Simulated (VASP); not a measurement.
Input of a VASP 6.6.1 run:

INCAR

```
  PREC = Accurate
  ENCUT = 520
  EDIFF = 1E-7
  ISMEAR = 0
  SIGMA = 0.01
  LREAL = F
  LASPH = T
  NELM = 80
  ALGO = Normal
  ISIF = 2
  LWAVE = F
  LCHARG = F
  GGA = PE
  IBRION = 2
  NSW = 80
  EDIFFG = -0.003
```

KPOINTS

```
Automatic mesh
0
Gamma
  8 8 8
```

File POSCAR:

```
FeSi
1.0
    4.3800000000      0.0000000000      0.0000000000
    0.0000000000      4.3800000000      0.0000000000
    0.0000000000      0.0000000000      4.3800000000
Fe Si
4 4
Direct
    0.1365200000      0.1365200000      0.1365200000
    0.3634800000      0.8634800000      0.6365200000
    0.6365200000      0.3634800000      0.8634800000
    0.8634800000      0.6365200000      0.3634800000
    0.8424000000      0.8424000000      0.8424000000
    0.6576000000      0.1576000000      0.3424000000
    0.3424000000      0.6576000000      0.1576000000
    0.1576000000      0.3424000000      0.6576000000
```

Potentials or basis: VASP PAW PBE potentials, release 64 (Fe, Si).

Run with:

```bash
$ cat potpaw_PBE.64/Fe/POTCAR potpaw_PBE.64/Si/POTCAR > POTCAR
$ mpirun -np 1 vasp_std > vasp.out
```

(1) Predict the band gap on the k mesh.

(2) What does it give for the energy gained by relaxing?

## Answers

(1) 0.16 eV, indirect (least direct gap 0.17 eV).

(2) 0.9 meV/atom.
